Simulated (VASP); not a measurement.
# C (P6_3/mmc) in VASP: notebook

Runs on C. Level: LDA. Tasks: single point.

All numbers are computed with VASP 6.6.1; they aren't measurements. Logs are shortened: lines on timing, memory, paths and dates and some standing lists are left out, and cuts for length are marked.

## (1) The cell of the first run

The structure is hexagonal, space group P6_3/mmc (No. 194). The conventional cell has a = 2.519 Å, b = 2.519 Å, c = 8.023 Å, α = 90.00°, β = 90.00°, γ = 120.00°. Within 1.9 Å of C (site symmetry 3m) lie 4 C at 1.44 to 1.55 Å. Within 2.0 Å of C (site symmetry 3m) lie 4 C at 1.48 to 1.55 Å.

## (2) Single point, LDA (atoms displaced along a vibrational mode, the cell strained)

INCAR reads:

```
SYSTEM = C
PREC = Accurate
ENCUT = 1300
EDIFF = 1E-6
ISMEAR = 0
SIGMA = 0.05
LREAL = .FALSE.
LASPH = .TRUE.
NELM = 120
ALGO = Normal
ISIF = 2
LWAVE = .FALSE.
LCHARG = .FALSE.
GGA = CA
NBANDS = 26
GGA_COMPAT = .FALSE.
```

KPOINTS reads:

```
regular mesh
0
G
  12 12 4
  0 0 0
```

POSCAR reads:

```
C
1.0
    2.5186290723      0.0000000000      0.0000000000
   -1.2593145361      2.1811967593      0.0000000000
    0.0000000000      0.0000000000      8.0228736867
C
8
Direct
    0.0000000000      0.0000000000      0.0900147857
    0.0000000000      0.0000000000      0.5900147857
    0.0000000000      0.0000000000      0.4099852143
    0.0000000000      0.0000000000      0.9099852143
    0.3333333333      0.6666666667      0.1578160184
    0.6666666667      0.3333333333      0.6578160184
    0.3333333333      0.6666666667      0.3421839816
    0.6666666667      0.3333333333      0.8421839816
```

Potentials or basis: VASP PAW LDA potentials, release 64 (C_h).

Started as:

```
$ cat potpaw_LDA.64/C_h/POTCAR > POTCAR
$ mpirun -np 1 vasp_std > vasp.out
```

OUTCAR:

```text
SYSTEM = C
   PREC = Accurate
   ENCUT = 1300
   EDIFF = 1E-6
   ISMEAR = 0
   LREAL = .FALSE.
   LASPH = .TRUE.
   NELM = 120
   ISIF = 2
   GGA = CA

 ion  position               nearest neighbor table
   1  0.000  0.000  0.090-   4 1.44
   2  0.000  0.000  0.590-   3 1.44
   3  0.000  0.000  0.410-   2 1.44
   4  0.000  0.000  0.910-   1 1.44
   5  0.333  0.667  0.158-   7 1.48
   6  0.667  0.333  0.658-   8 1.48
   7  0.333  0.667  0.342-   5 1.48
   8  0.667  0.333  0.842-   6 1.48

  LATTYP: Found a hexagonal cell.
 ALAT       =     2.5186290723
 C/A-ratio  =     3.1854129593

  Lattice vectors:

 A1 = (   2.5186290723,   0.0000000000,   0.0000000000)
 A2 = (  -1.2593145361,   2.1811967593,   0.0000000000)
 A3 = (   0.0000000000,   0.0000000000,   8.0228736867)

Analysis of symmetry for initial positions (statically):
=====================================================================
 Subroutine PRICEL returns:
 Original cell was already a primitive cell.

 Routine SETGRP: Setting up the symmetry group for a
 hexagonal supercell.

 Subroutine GETGRP returns: Found 24 space group operations
 (whereof 12 operations were pure point group operations)
 out of a pool of 24 trial point group operations.

The static configuration has the point symmetry D_3d.
 The point group associated with its full space group is D_6h.

Analysis of symmetry for dynamics (positions and initial velocities):
=====================================================================
 Subroutine PRICEL returns:
 Original cell was already a primitive cell.

 Routine SETGRP: Setting up the symmetry group for a
 hexagonal supercell.

 Subroutine GETGRP returns: Found 24 space group operations
 (whereof 12 operations were pure point group operations)
 out of a pool of 24 trial point group operations.

The dynamic configuration has the point symmetry D_3d.
 The point group associated with its full space group is D_6h.

 Subroutine INISYM returns: Found 24 space group operations
 (whereof 12 operations are pure point group operations),
 and found     1 'primitive' translations

----------------------------------------------------------------------------------------

                                     Primitive cell

  volume of cell :      44.0747

  direct lattice vectors                    reciprocal lattice vectors
     2.518629072  0.000000000  0.000000000     0.397041395  0.229231956  0.000000000
    -1.259314536  2.181196759  0.000000000     0.000000000  0.458463912  0.000000000
     0.000000000  0.000000000  8.022873687     0.000000000  0.000000000  0.124643618

  length of vectors
     2.518629072  2.518629072  8.022873687     0.458463912  0.458463912  0.124643618

  position of ions in fractional coordinates (direct lattice)
     0.000000000  0.000000000  0.090014786
     0.000000000  0.000000000  0.590014786
     0.000000000  0.000000000  0.409985214
     0.000000000  0.000000000  0.909985214
     0.333333333  0.666666667  0.157816018
     0.666666667  0.333333333  0.657816018
     0.333333333  0.666666667  0.342183982
     0.666666667  0.333333333  0.842183982

  ion indices of the primitive-cell ions
   primitive index   ion index
                 1           1
                 2           2
                 3           3
                 4           4
                 5           5
                 6           6
                 7           7
                 8           8

----------------------------------------------------------------------------------------

 KPOINTS: regular mesh

Automatic generation of k-mesh.
 Grid dimensions read from file:
 generate k-points for:   12   12    4

 Generating k-lattice:

  Cartesian coordinates                     Fractional coordinates (reciprocal lattice)
     0.033086783  0.019102663  0.000000000     0.083333333  0.000000000  0.000000000
     0.000000000  0.038205326  0.000000000     0.000000000  0.083333333  0.000000000
     0.000000000  0.000000000  0.031160904     0.000000000  0.000000000  0.250000000

  Length of vectors
     0.038205326  0.038205326  0.031160904

  Shift w.r.t. Gamma in fractional coordinates (k-lattice)
     0.000000000  0.000000000  0.000000000

 Subroutine IBZKPT returns following result:
 ===========================================

 Found     57 irreducible k-points:

 Following reciprocal coordinates:
            Coordinates               Weight
  0.000000  0.000000  0.000000      1.000000
  0.083333  0.000000  0.000000      6.000000
  0.166667  0.000000  0.000000      6.000000
  0.250000  0.000000  0.000000      6.000000
  0.333333  0.000000  0.000000      6.000000
  0.416667  0.000000  0.000000      6.000000
[... 16 lines left out ...]
  0.250000  0.000000  0.250000     12.000000
  0.333333  0.000000  0.250000     12.000000
 [... further k-points ...]
   k-points           NKPTS =     57   k-points in BZ     NKDIM =     57   number of bands    NBANDS=     26
   number of dos      NEDOS =    301   number of ions     NIONS =      8
   total plane-waves  NPLWV =  86400
   dimension x,y,z NGX =    30 NGY =   30 NGZ =   96
   dimension x,y,z NGXF=    60 NGYF=   60 NGZF=  192
   ions per type =               8
   NGX,Y,Z   is equivalent  to a cutoff of  19.80, 19.80, 19.89 a.u.
   NGXF,Y,Z  is equivalent  to a cutoff of  39.60, 39.60, 39.79 a.u.
 SYSTEM =  C
   PREC   = accura    normal or accurate (medium, high low for compatibility)
   ISTART =      0    job   : 0-new  1-cont  2-samecut
   ICHARG =      2    charge: 1-file 2-atom 10-const
   ISPIN  =      1    spin polarized calculation?
   LNONCOLLINEAR =      F non collinear calculations
   LSORBIT =      F    spin-orbit coupling
   LASPH  =      T    aspherical Exc in radial PAW
   ENCUT  = 1300.0 eV  95.55 Ry    9.77 a.u.   7.40  7.40 23.59*2*pi/ulx,y,z
   NELM   =    120;   NELMIN=  2; NELMDL= -5     # of ELM steps
   EDIFF  = 0.1E-05   stopping-criterion for ELM
   LREAL  =      F    real-space projection
   EDIFFG = 0.1E-04   stopping-criterion for IOM
   NSW    =      0    number of steps for IOM
   IBRION =     -1    ionic relax: 0-MD 1-quasi-New 2-CG
   NFREE  =      0    steps in history (QN), initial steepest desc. (CG)
   ISIF   =      2    stress and relaxation
   ISYM   =      2    0-nonsym 1-usesym 2-fastsym
   POTIM  = 0.5000    time-step for ionic-motion
   TEBEG  =    0.0;   TEEND  =   0.0 temperature during run
   PSTRESS=    0.0 pullay stress
   NELECT =      32.0000    total number of electrons
   NUPDOWN=      -1.0000    fix difference up-down
   EMIN   =  10.00;   EMAX   =-10.00  energy-range for DOS
   EFERMI =   0.00;   METHOD = LEGACY
   ISMEAR =     0;   SIGMA  =   0.05  broadening in eV -4-tet -1-fermi 0-gaus
   EFERMI_NEDOS =   21; number of points for ismear=-14 and -15
   IALGO  =     38    algorithm
   IMIX   =      4    mixing-type and parameters
     AMIX     =   0.40;   BMIX     =  1.00
     AMIX_MAG =   1.60;   BMIX_MAG =  1.00
  volume/ion in A,a.u.               =       5.51        37.18
  Fermi-wavevector in a.u.,A,eV,Ry     =   1.471392  2.780528 29.456550  2.164995
  Thomas-Fermi vector in A             =   2.586534
   LORBIT       =      0    0 simple, 1 ext, 2 COOP (PROOUT), +10 PAW based schemes
   GGA     = CA    functional components
   LHFCALC =     F    Hartree Fock is set to
   AEXX    =    0.0000 exact exchange contribution
   IVDW    =     0    specifies the selected vdW correction
   LEPSILON=     F    determine dielectric tensor
   LRPA    =     F    only Hartree local field effects (RPA)
 non-spin polarized calculation
 Gauss-broadening in eV      SIGMA  =   0.05
  energy-cutoff  :     1300.00
  volume of cell :       44.07
 maximum number of plane-waves:      4745
 NGX is ok and might be reduce to    30
   NGX = 15   NGY = 15   NGZ = 47

 number of electron      32.0000000 magnetization

 Free energy of the ion-electron system (eV)
  ---------------------------------------------------
  ext. energy  EPLUGINS =         0.00000000
  ---------------------------------------------------
  free energy    TOTEN  =       -80.65881342 eV

  energy without entropy =      -80.65881342  energy(sigma->0) =      -80.65881342

 E-fermi :  12.1869     XC(G=0): -13.7887

 val. band max:       11.8694251238   @ k =   0.0000   0.0000   0.0000
 cond. band min:      15.6933207239   @ k =   0.4167   0.0000   0.0000
 fundamental gap:      3.8238956001
 Fermi energy:        12.1868513347

 k-point     1 :       0.0000    0.0000    0.0000
  band No.  band energies     occupation
      1     -10.4113      2.00000
      2      -8.6875      2.00000
      3      -8.5169      2.00000
      4      -3.8640      2.00000
      5      -2.7063      2.00000
      6       4.5891      2.00000
[... 18 lines left out ...]
     25      19.6935      0.00000
     26      19.7607      0.00000

 k-point     2 :       0.0833    0.0000    0.0000
  band No.  band energies     occupation
      1     -10.2406      2.00000
      2      -8.5193      2.00000
      3      -8.3492      2.00000
      4      -3.7126      2.00000
      5      -2.5530      2.00000
      6       4.6445      2.00000
[... 18 lines left out ...]
     25      20.1685      0.00000
     26      20.2616      0.00000

 k-point     3 :       0.1667    0.0000    0.0000
  band No.  band energies     occupation
      1      -9.7304      2.00000
      2      -8.0170      2.00000
      3      -7.8489      2.00000
      4      -3.2605      2.00000
      5      -2.1063      2.00000
      6       4.6921      2.00000
[... 572 lines left out ...]
 k-point    23 :       0.2500    0.0000    0.2500
  band No.  band energies     occupation
      1      -8.7751      2.00000
      2      -7.8844      2.00000
      3      -6.1200      2.00000
      4      -3.6068      2.00000
      5      -0.2182      2.00000
      6       2.8191      2.00000
[... 18 lines left out ...]
     25      22.1860      0.00000
     26      22.9968      0.00000

 k-point    24 :       0.3333    0.0000    0.2500
  band No.  band energies     occupation
      1      -7.6161      2.00000
      2      -6.7398      2.00000
      3      -5.0163      2.00000
      4      -2.6006      2.00000
      5      -0.0513      2.00000
      6       1.0516      2.00000
[... 18 lines left out ...]
     25      22.4006      0.00000
     26      24.3488      0.00000

 [... further k-points ...]

------------------------ aborting loop because EDIFF is reached ----------------------------------------

  FORCE on cell =-STRESS in cart. coord.  units (eV):
  Direction    XX          YY          ZZ          XY          YZ          ZX
  --------------------------------------------------------------------------------------
  -------------------------------------------------------------------------------------
  Total       -3.9511611     -3.9511611     11.1079078     -0.0000000      0.0000000     -0.0000000
  in kB     -143.6303782   -143.6303782    403.7883981     -0.0000000      0.0000000     -0.0000000
  external PRESSURE =      38.8425472 kB  Pullay stress =       0.0000000 kB

 VOLUME and BASIS-vectors are now :
 -----------------------------------------------------------------------------
  energy-cutoff  :     1300.00
  volume of cell :       44.07
      direct lattice vectors                 reciprocal lattice vectors
     2.518629072  0.000000000  0.000000000     0.397041395  0.229231956  0.000000000
    -1.259314536  2.181196759  0.000000000     0.000000000  0.458463912  0.000000000
     0.000000000  0.000000000  8.022873687     0.000000000  0.000000000  0.124643618

 POSITION                                       TOTAL-FORCE (eV/Angst)
 -----------------------------------------------------------------------------------
      0.00000      0.00000      0.72218        -0.000000      0.000000      2.348327
      0.00000      0.00000      4.73361         0.000000     -0.000000      2.348327
      0.00000      0.00000      3.28926         0.000000     -0.000000     -2.348327
      0.00000      0.00000      7.30070         0.000000      0.000000     -2.348327
     -0.00000      1.45413      1.26614         0.000000     -0.000000     -1.858287
      1.25931      0.72707      5.27757        -0.000000      0.000000     -1.858287
     -0.00000      1.45413      2.74530         0.000000      0.000000      1.858287
      1.25931      0.72707      6.75674        -0.000000      0.000000      1.858287
 -----------------------------------------------------------------------------------
    total drift:                                0.000000      0.000000      0.000000

  FREE ENERGIE OF THE ION-ELECTRON SYSTEM (eV)
  ---------------------------------------------------
  free  energy   TOTEN  =       -80.6588134248 eV

  energy  without entropy=      -80.6588134248  energy(sigma->0) =      -80.65881342
```

It took 3.8 min on 1 thread of AMD EPYC 7R43 (Zen 3), shared host; peak memory 0.29 GiB.

What came out:

* Free energy: -80.6588 eV
* Pressure: 3.9 GPa
* Largest force: 2.348 eV/Å
* Band gap on the k mesh: 3.82 eV (least direct gap 4.20 eV)

Forces on the atoms (eV/Å):
```
C    0.000  0.000  2.348
C    0.000  0.000  2.348
C    0.000  0.000 -2.348
C    0.000  0.000 -2.348
C    0.000  0.000 -1.858
C    0.000  0.000 -1.858
C    0.000  0.000  1.858
C    0.000  0.000  1.858
```

Stress tensor (GPa, compression positive):
```
-14.36   0.00   0.00
  0.00 -14.36   0.00
  0.00   0.00  40.38
```

Levels at points of the mesh, in eV from the valence-band top:
```csv
k point,band 14,band 15,band 16,band 17,band 18,band 19
"(0.00, 0.00, 0.00)",-1.40,0.00,0.00,4.20,4.20,6.54
"(0.50, 0.00, 0.00)",-5.31,-4.45,-2.89,3.84,5.08,5.54
"(0.00, 0.00, 0.50)",-0.92,-0.92,-0.92,5.27,5.27,5.27
"(0.50, 0.00, 0.50)",-5.56,-3.83,-3.83,4.24,4.24,6.70
```

Caveat: the cell differs from its parent crystal (atoms displaced along a vibrational mode, the cell strained); the stress differs along the axes, from -14 to 40 GPa; forces of over 1 eV/Å act on the atoms, so gaps and moduli don't describe the material at rest. A k mesh can miss the band edges.

(Part 1 of 2 ends here.)
